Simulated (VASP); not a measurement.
The system is Ag.

```
Ag
1.0
    -1.66662    1.66662    1.66662
     1.66662   -1.66662    1.66662
     1.66662    1.66662   -1.66662
Ag
1
Direct
  0.00000 0.00000 0.00000
```

Base run:

| Item | Value |
| --- | --- |
| Program | VASP 6.6.1 |
| Functional | r2SCAN |
| Potentials or basis | VASP PAW PBE potentials, release 64 (Ag) |
| Cutoff | 520 eV |
| k mesh | 11 × 11 × 11 |
| Occupations | fermi-dirac, width 0.05 eV |
| Spin | no spin polarisation |

Its results: pressure -5.2 GPa.

**Question.** The run is repeated on the same cell with these changes: functional from r2SCAN to PBEsol. What comes out?

**Answer.** Pressure -8.7 GPa.

Caveats: the PAW data sets were made with another functional, which shifts forces and pressure a little.
